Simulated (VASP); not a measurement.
Input of a VASP 6.6.1 run:

File INCAR:

```
PREC     = Accurate       # precision mode
ENCUT    = 520            # plane-wave cutoff, eV
EDIFF    = 1E-8           # SCF threshold, eV
ISMEAR   = -1             # smearing method
SIGMA    = 0.05           # smearing width, eV
LREAL    = F              # projectors in reciprocal space
LASPH    = T              # aspherical terms in the spheres
NELM     = 100            # most SCF steps
ALGO     = Normal         # electronic algorithm
ISIF     = 2              # what is computed and relaxed
LWAVE    = F              # write WAVECAR
LCHARG   = F              # write CHGCAR
LEFG     = T            
NBANDS   = 13             # bands
```

File KPOINTS:

```
regular mesh
0
Gamma
  9 9 9
```

POSCAR

```
SrMg
1.0
    3.9258285673      0.0000000000      0.0000000000
    0.0000000000      3.9258285673      0.0000000000
    0.0000000000      0.0000000000      3.9258285673
Sr Mg
1 1
Direct
    0.5000000000      0.5000000000      0.5000000000
    0.0000000000      0.0000000000      0.0000000000
```

Potentials or basis: VASP PAW LDA potentials, release 64 (Sr_sv, Mg).

Command:

```sh
$ cat potpaw_LDA.64/Sr_sv/POTCAR potpaw_LDA.64/Mg/POTCAR > POTCAR
$ mpirun -np 1 vasp_std > vasp.out
```

Q: Estimate the band gap on the k mesh.

A: Zero (band 6 reaches 3.16 eV, above the bottom of band 7 at 1.80 eV).

Q: What does it give for the pressure?

A: 2.6 GPa.

Caveat: without QUAD_EFG the Cq values of the log hold for a quadrupole moment of 1 mb, not for the nuclei.
